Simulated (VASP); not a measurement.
A run of VASP 6.6.1:

Contents of INCAR:

```
  ALGO = Normal
  EDIFF = 1E-6
  ENCUT = 520
  ISIF = 2
  ISMEAR = -1
  LASPH = T
  LCHARG = T
  LELF = T
  LREAL = F
  LVHAR = T
  LWAVE = F
  NBANDS = 32
  NELM = 60
  PREC = Accurate
  SIGMA = 0.05
```

KPOINTS

```
k-points
0
Gamma
  10 10 7
```

Contents of POSCAR:

```
PtPb
1.0
    4.2214765254      0.0000000000      0.0000000000
   -2.1107382628      3.6559059125      0.0000000000
    0.0000000000      0.0000000000      5.4193814470
Pt Pb
2 2
Direct
    0.3333333333      0.6666666667      0.2500000000
    0.6666666667      0.3333333333      0.7500000000
    0.0000000000      0.0000000000      0.0000000000
    0.0000000000      0.0000000000      0.5000000000
```

Potentials or basis: VASP PAW LDA potentials, release 64 (Pt, Pb_d).

Launch:

```console
$ cat potpaw_LDA.64/Pt/POTCAR potpaw_LDA.64/Pb_d/POTCAR > POTCAR
$ mpirun -np 1 vasp_std > vasp.out
```

Hardware: 1 thread of Intel(R) Xeon(R) 6975P-C (Granite Rapids), with other jobs on the host.

Problem. How long does it take, and how much memory?

Solution. Wall time 36 s on 1 thread of Intel(R) Xeon(R) 6975P-C (Granite Rapids), on a shared host, peak memory 0.25 GiB. Counts: scf iterations 11, k points 56.
